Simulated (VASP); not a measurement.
# CdS (F-43m) in VASP: further runs

The runs below take CdS through single point, with PBE.

Everything below comes from runs of VASP 6.6.1. Logs are shortened: lines on timing, memory, paths and dates and some standing lists are left out, and cuts for length are marked.

## Step 1: The cell of the first run

It takes space group F-43m (No. 216, cubic). Conventional cell: a = 5.878 Å, b = 5.878 Å, c = 5.878 Å, α = 90.00°, β = 90.00°, γ = 90.00°. Within 3.4 Å of Cd (site symmetry -43m) lie 4 S at 2.55 Å. Within 3.4 Å of S (site symmetry -43m) lie 4 Cd at 2.55 Å.

## Step 2: Single point, PBE

Contents of INCAR:

```
  ALGO = Normal
  EDIFF = 1E-6
  ENCUT = 500
  GGA = PE
  GGA_COMPAT = F
  ISIF = 2
  ISMEAR = 0
  LASPH = T
  LCHARG = F
  LREAL = F
  LWAVE = F
  NBANDS = 16
  NELM = 120
  PREC = Accurate
  SIGMA = 0.01
```

Contents of KPOINTS:

```
k-points
0
Gamma
  4 4 4
```

Contents of POSCAR:

```
CdS
1.0
    0.0000000000      2.9392146858      2.9392146858
    2.9392146858      0.0000000000      2.9392146858
    2.9392146858      2.9392146858      0.0000000000
Cd S
1 1
Direct
    0.0000000000      0.0000000000      0.0000000000
    0.2500000000      0.2500000000      0.2500000000
```

Potentials or basis: VASP PAW PBE potentials, release 64 (Cd, S).

Started as:

```
> cat potpaw_PBE.64/Cd/POTCAR potpaw_PBE.64/S/POTCAR > POTCAR
> mpirun -np 1 vasp_std > vasp.out
```

OUTCAR:

```text
EDIFF = 1E-6
   ENCUT = 500
   GGA = PE
   ISIF = 2
   ISMEAR = 0
   LASPH = T
   LREAL = F
   NELM = 120
   PREC = Accurate

 ion  position               nearest neighbor table
   1  0.000  0.000  0.000-   2 2.55   2 2.55   2 2.55   2 2.55
   2  0.250  0.250  0.250-   1 2.55   1 2.55   1 2.55   1 2.55

  LATTYP: Found a face centered cubic cell.
 ALAT       =     5.8784293716

  Lattice vectors:

 A1 = (   0.0000000000,   2.9392146858,   2.9392146858)
 A2 = (   2.9392146858,   0.0000000000,   2.9392146858)
 A3 = (   2.9392146858,   2.9392146858,   0.0000000000)

Analysis of symmetry for initial positions (statically):
=====================================================================
 Subroutine PRICEL returns:
 Original cell was already a primitive cell.

 Routine SETGRP: Setting up the symmetry group for a
 face centered cubic supercell.

 Subroutine GETGRP returns: Found 24 space group operations
 (whereof 24 operations were pure point group operations)
 out of a pool of 48 trial point group operations.

The static configuration has the point symmetry T_d .

Analysis of symmetry for dynamics (positions and initial velocities):
=====================================================================
 Subroutine PRICEL returns:
 Original cell was already a primitive cell.

 Routine SETGRP: Setting up the symmetry group for a
 face centered cubic supercell.

 Subroutine GETGRP returns: Found 24 space group operations
 (whereof 24 operations were pure point group operations)
 out of a pool of 48 trial point group operations.

The dynamic configuration has the point symmetry T_d .

 Subroutine INISYM returns: Found 24 space group operations
 (whereof 24 operations are pure point group operations),
 and found     1 'primitive' translations

----------------------------------------------------------------------------------------

                                     Primitive cell

  volume of cell :      50.7837

  direct lattice vectors                    reciprocal lattice vectors
     0.000000000  2.939214686  2.939214686    -0.170113467  0.170113467  0.170113467
     2.939214686  0.000000000  2.939214686     0.170113467 -0.170113467  0.170113467
     2.939214686  2.939214686  0.000000000     0.170113467  0.170113467 -0.170113467

  length of vectors
     4.156677271  4.156677271  4.156677271     0.294645168  0.294645168  0.294645168
[... 61 lines left out ...]
   LASPH  =      T    aspherical Exc in radial PAW
   ENCUT  =  500.0 eV  36.75 Ry    6.06 a.u.   7.58  7.58  7.58*2*pi/ulx,y,z
   NELM   =    120;   NELMIN=  2; NELMDL= -5     # of ELM steps
   EDIFF  = 0.1E-05   stopping-criterion for ELM
   LREAL  =      F    real-space projection
   EDIFFG = 0.1E-04   stopping-criterion for IOM
   NSW    =      0    number of steps for IOM
   IBRION =     -1    ionic relax: 0-MD 1-quasi-New 2-CG
   NFREE  =      0    steps in history (QN), initial steepest desc. (CG)
   ISIF   =      2    stress and relaxation
   ISYM   =      2    0-nonsym 1-usesym 2-fastsym
   POTIM  = 0.5000    time-step for ionic-motion
   TEBEG  =    0.0;   TEEND  =   0.0 temperature during run
   PSTRESS=    0.0 pullay stress
   NELECT =      18.0000    total number of electrons
   NUPDOWN=      -1.0000    fix difference up-down
   EMIN   =  10.00;   EMAX   =-10.00  energy-range for DOS
   EFERMI =   0.00;   METHOD = LEGACY
   ISMEAR =     0;   SIGMA  =   0.01  broadening in eV -4-tet -1-fermi 0-gaus
   EFERMI_NEDOS =   21; number of points for ismear=-14 and -15
   IALGO  =     38    algorithm
   IMIX   =      4    mixing-type and parameters
     AMIX     =   0.40;   BMIX     =  1.00
     AMIX_MAG =   1.60;   BMIX_MAG =  1.00
  volume/ion in A,a.u.               =      25.39       171.35
  Fermi-wavevector in a.u.,A,eV,Ry     =   1.158576  2.189390 18.263064  1.342297
  Thomas-Fermi vector in A             =   2.295176
   LORBIT       =      0    0 simple, 1 ext, 2 COOP (PROOUT), +10 PAW based schemes
   GGA     = PE    functional components
   LHFCALC =     F    Hartree Fock is set to
   AEXX    =    0.0000 exact exchange contribution
   IVDW    =     0    specifies the selected vdW correction
   LEPSILON=     F    determine dielectric tensor
   LRPA    =     F    only Hartree local field effects (RPA)
 non-spin polarized calculation
 Gauss-broadening in eV      SIGMA  =   0.01
  energy-cutoff  :      500.00
  volume of cell :       50.78
 maximum number of plane-waves:      1308
   NGX = 15   NGY = 15   NGZ = 15

 number of electron      17.9999992 magnetization

 Free energy of the ion-electron system (eV)
  ---------------------------------------------------
  ext. energy  EPLUGINS =         0.00000000
  ---------------------------------------------------
  free energy    TOTEN  =        -6.10696121 eV

  energy without entropy =       -6.10696121  energy(sigma->0) =       -6.10696121

 E-fermi :   1.2499     XC(G=0):  -9.0319

 val. band max:        1.1405360749   @ k =   0.0000   0.0000   0.0000
 cond. band min:       2.2271728136   @ k =   0.0000   0.0000   0.0000
 fundamental gap:      1.0866367387
 Fermi energy:         1.2499148535

 k-point     1 :       0.0000    0.0000    0.0000
  band No.  band energies     occupation
      1     -11.0867      2.00000
      2      -6.5277      2.00000
      3      -6.5277      2.00000
      4      -6.5277      2.00000
      5      -6.0815      2.00000
      6      -6.0815      2.00000
[... 129 lines left out ...]
      3      -6.2930      2.00000
      4      -6.1177      2.00000
      5      -6.0730      2.00000
      6      -5.4852      2.00000
[... 8 lines left out ...]
     15      14.2640      0.00000
     16      14.3834      0.00000

------------------------ aborting loop because EDIFF is reached ----------------------------------------

  FORCE on cell =-STRESS in cart. coord.  units (eV):
  Direction    XX          YY          ZZ          XY          YZ          ZX
  --------------------------------------------------------------------------------------
  -------------------------------------------------------------------------------------
  Total        0.5865780      0.5865780      0.5865780      0.0000000      0.0000000     -0.0000000
  in kB       18.5059942     18.5059942     18.5059942      0.0000000      0.0000000     -0.0000000
  external PRESSURE =      18.5059942 kB  Pullay stress =       0.0000000 kB

 VOLUME and BASIS-vectors are now :
 -----------------------------------------------------------------------------
  energy-cutoff  :      500.00
  volume of cell :       50.78
      direct lattice vectors                 reciprocal lattice vectors
     0.000000000  2.939214686  2.939214686    -0.170113467  0.170113467  0.170113467
     2.939214686  0.000000000  2.939214686     0.170113467 -0.170113467  0.170113467
     2.939214686  2.939214686  0.000000000     0.170113467  0.170113467 -0.170113467

 POSITION                                       TOTAL-FORCE (eV/Angst)
 -----------------------------------------------------------------------------------
      0.00000      0.00000      0.00000         0.000000      0.000000      0.000000
      1.46961      1.46961      1.46961        -0.000000     -0.000000     -0.000000
 -----------------------------------------------------------------------------------
    total drift:                                0.000000      0.000000     -0.000000

  FREE ENERGIE OF THE ION-ELECTRON SYSTEM (eV)
  ---------------------------------------------------
  free  energy   TOTEN  =        -6.1069612125 eV

  energy  without entropy=       -6.1069612125  energy(sigma->0) =       -6.10696121
```

stdout:

```text
POSCAR found type information on POSCAR CdS
 POSCAR found :  2 types and       2 ions
 scaLAPACK will be used
 LDA part: xc-table for (Slater+PW92), standard interpolation
 POSCAR, INCAR and KPOINTS ok, starting setup
 FFT: planning ... GRIDC
 FFT: planning ... GRID_SOFT
 FFT: planning ... GRID
 WAVECAR not read
 entering main loop
```

Run time: 7.9 s. Hardware: 1 thread of AMD EPYC 7R13 (Zen 3), shared host; peak memory 0.13 GiB.

What came out:

* Free energy: -6.1070 eV
* Pressure: 1.9 GPa
* Band gap on the k mesh: 1.09 eV, direct

Levels at points of the mesh, in eV from the valence-band top:
```
           k point  band 6  band 7  band 8  band 9  band 10  band 11  band 12  band 13
(0.00, 0.00, 0.00)   -7.22    0.00    0.00    0.00     1.09     6.53     6.53     6.53
(0.50, 0.00, 0.00)   -6.86   -4.27   -0.72   -0.72     2.97     6.99     6.99     7.40
(0.50, 0.50, 0.00)   -6.80   -3.86   -1.80   -1.80     3.58     4.31     9.13    10.63
```

Caveat: the k points lie up to 0.46 Å⁻¹ apart. Expect the measured gap to be larger: semilocal functionals such as PBE lack the derivative discontinuity.

## Step 3: Single point, PBE, non-collinear spin, zero start, spin-orbit coupling

Contents of INCAR:

```
  ALGO = Normal
  EDIFF = 1E-7
  ENCUT = 520
  GGA = PE
  GGA_COMPAT = F
  ISIF = 2
  ISMEAR = -1
  LASPH = T
  LCHARG = T
  LORBIT = 11
  LORBMOM = T
  LREAL = F
  LSORBIT = T
  LVHAR = T
  LWAVE = F
  MAGMOM = 0 0 0 0 0 0
  NBANDS = 30
  NELM = 150
  PREC = Accurate
  SIGMA = 0.02
```

Contents of KPOINTS:

```
k-points
0
Gamma
  8 8 8
```

POSCAR is that of step 2.

Potentials or basis: VASP PAW PBE potentials, release 64 (Cd, S).

Started as:

```
> cat potpaw_PBE.64/Cd/POTCAR potpaw_PBE.64/S/POTCAR > POTCAR
> mpirun -np 1 vasp_ncl > vasp.out
```

Run time: 58 s. Hardware: 1 thread of Intel Xeon 6975P-C (Granite Rapids), shared host; peak memory 0.35 GiB.

The run converged. Its results:

```yaml
Free_energy: -6.1684 eV
Pressure: 1.7 GPa
Net_moment: 0.00 μB per cell
Valence_electrons_inside_the_program's_atomic_spheres: Cd 10.30; S 3.72
```

Moments on the atoms (μB; x, y, z):
```
Cd  0.00 0.00 0.00
S   0.00 0.00 0.00
```
